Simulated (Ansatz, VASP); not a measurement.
# One calculation of Na4YZnP3O12, two programs

```xyz
42
Lattice="4.6495 2.6844 7.5409 -4.6495 2.6844 7.5409 0.0000 -5.3688 7.5409" Properties=species:S:1:pos:R:3 pbc="T T T"
Na    1.2254    2.7862   13.1252
Na    1.8002   -2.4544   13.1252
Na   -3.0256   -0.3318   13.1252
Na   -1.6239    2.3526    9.3547
Na    2.8494    0.2301    9.3547
Na   -1.2254   -2.5826    9.3547
Na    0.0000    0.0000   11.1567
Na    0.0000    0.0000   22.4680
Y     0.0000    0.0000   14.7394
Y     0.0000    0.0000    3.4281
Zn    0.0000    0.0000    7.7783
Zn    0.0000    0.0000   19.0896
P    -1.8516    2.7348   13.2386
P     3.2942    0.2362   13.2386
P    -1.4426   -2.9710   13.2386
P    -3.2069   -0.2866    9.4681
P     1.3553    2.9206    9.4681
P     1.8516   -2.6340    9.4681
O     1.8917    0.2174    6.9483
O    -0.7576   -1.7470    6.9483
O    -1.1341    1.5296    6.9483
O    -3.5154   -1.1548   10.7187
O     0.7576    3.6218   10.7187
O     2.7578   -2.4670   10.7187
O    -1.9364   -0.1700   15.7409
O     0.8210    1.7620   15.7409
O     1.1154   -1.5920   15.7409
O     3.5341    1.0924   11.9704
O    -0.8210   -3.6068   11.9704
O    -2.7131    2.5144   11.9704
O     0.9619   -1.3655    9.3651
O    -1.6635   -0.1502    9.3651
O     0.7017    1.5158    9.3651
O     3.9479   -1.1687   13.1355
O    -2.9860   -2.8346   13.1355
O    -0.9619    4.0033   13.1355
O    -0.9424    1.4667   13.3069
O     1.7414    0.0828   13.3069
O    -0.7990   -1.5495   13.3069
O    -3.8506    1.1349    9.5364
O     2.9081    2.7672    9.5364
O     0.9424   -3.9021    9.5364
```

Alike in both runs: task electric field gradients; functional PBE; k mesh 3 × 3 × 3; occupations fermi-dirac, width 0.02 eV; no spin polarisation.

```csv
,VASP,Ansatz
version,VASP 6.6.1,Ansatz 0.2.0
potentials or method,"VASP PAW PBE potentials, release 64 (Na_pv, Y_sv, Zn, P, O)","plane-wave PAW, scalar-relativistic"
plane-wave cutoff (eV),520,420
valence electrons in the cell,276,292
```

```csv
,VASP,Ansatz,Ansatz less VASP
gap on the k mesh at the Fermi level (eV),3.88,3.89,+0.013
pressure (GPa),-0.5,-0.2,+0.30
"traceless stress, the component that is largest in VASP (GPa)",-0.31,-0.26,+0.051
rms of the force components (eV/Å),0.085,0.097,+0.0119
size of Vzz on the site where it differs most (V/Å²),46.8,51.5,+4.61
```

Atom by atom the forces differ by 0.027 eV/Å (rms over components). With one functional, cell and mesh, what is left measures potentials, basis and numerics. VASP's potentials hold 276 valence electrons a cell and Ansatz's 292, so a difference there can come from the potentials and not from the codes.
